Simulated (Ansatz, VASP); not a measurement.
Two plane-wave programs on Pd

```xyz
1
Lattice="-1.5723 1.5723 1.5723 1.5723 -1.5723 1.5723 1.5723 1.5723 -1.5723" Properties=species:S:1:pos:R:3 pbc="T T T"
Pd    0.0000    0.0000    0.0000
```

Alike in both runs: task single point; functional LDA; k mesh 10 × 10 × 10; no spin polarisation.

|  | VASP | Ansatz |
| --- | --- | --- |
| version | VASP 6.6.1 | Ansatz 0.2.0 |
| potentials or method | VASP PAW LDA potentials, release 64 (Pd) | plane waves, PAW |
| plane-wave cutoff (eV) | 520 | 420 |
| occupations | fermi-dirac, width 0.1 eV | fermi-dirac |
| valence electrons in the cell | 10 | 18 |

Ansatz gave:

| Property | Result |
| --- | --- |
| gap on the k mesh at the Fermi level (eV) | none |
| pressure (GPa) | -14.9 |

Question: Estimate VASP's values.

Answer: gap on the k mesh at the Fermi level (eV): none; pressure (GPa): -14.7.

LDA's correlation is that of Perdew and Zunger in VASP and of Perdew and Wang (1992) in Ansatz. A gap of «none» marks a metal or a gap that the smearing closes. VASP's potentials hold 10 valence electrons a cell and Ansatz's 18, so a difference there can come from the potentials and not from the codes.
